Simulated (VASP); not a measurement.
Write the native input for VASP 6.6.1 that does the following.

- Task: relaxation of cell and atoms
- Functional: PBE
- Potentials or basis: VASP PAW PBE potentials, release 64 (Zn)
- Cutoff: 600 eV
- k mesh: 7 × 7 × 2, shifted
- Occupations: fermi-dirac, width 0.0242 eV
- Spin: no spin polarisation
- Dipole correction: no
- Further INCAR settings: ALGO = Normal; EDIFF = 1e-06; ISYM = 0; IBRION = 2; EDIFFG = -0.01; NSW = 60; ISIF = 3

The structure of Zn lies in POSCAR:

```
Zn
1.0
    1.3902090000      2.4079110000      0.0000000000
   -1.3902090000      2.4079110000      0.0000000000
    0.0000000000      0.0000000000      9.0039440000
Zn
4
Direct
    0.0000000000      0.0000000000      0.0000000000
    0.0000000000      0.0000000000      0.5000000000
    0.3333300000      0.3333400000      0.7500000000
    0.6666600000      0.6666700000      0.2500000000
```

These files were run (other wordings do the same):

INCAR

```
PREC = Accurate
ENCUT = 600
EDIFF = 1E-6
ISMEAR = -1
SIGMA = 0.0242
LREAL = False
LASPH = True
NELM = 100
ALGO = Normal
ISIF = 3
LWAVE = False
LCHARG = False
GGA = PE
IBRION = 2
NSW = 60
EDIFFG = -0.01
ISYM = 0
```

KPOINTS

```
Automatic mesh
0
Gamma
  7 7 2
  0.5 0.5 0.5
```

Potentials or basis: VASP PAW PBE potentials, release 64 (Zn).

Run with:

```bash
$ cat potpaw_PBE.64/Zn/POTCAR > POTCAR
$ mpirun -np 1 vasp_std > vasp.out
```

Results of the run:

| Item | Value |
| --- | --- |
| Relaxed volume | 15.05 Å³/atom |
| Relaxed cell | a = 2.822 Å, b = 2.822 Å, c = 8.728 Å, α = 90.00°, β = 90.00°, γ = 60.00° |
| Space group after relaxing (to 0.05 Å) | P6_3/mmc (No. 194) |
| Energy gained by relaxing | 6.3 meV/atom |
| Ionic steps | 8 |
| Pressure after relaxing | 0.0 GPa |
| Band gap on the k mesh | zero (band 24 reaches 3.87 eV, above the bottom of band 25 at 2.86 eV) |

Caveat: the k points lie up to 0.37 Å⁻¹ apart in the final cell.

It took 15 min on 1 thread of Intel(R) Xeon(R) Platinum 8488C (Sapphire Rapids), on a shared host, peak memory 0.38 GiB.
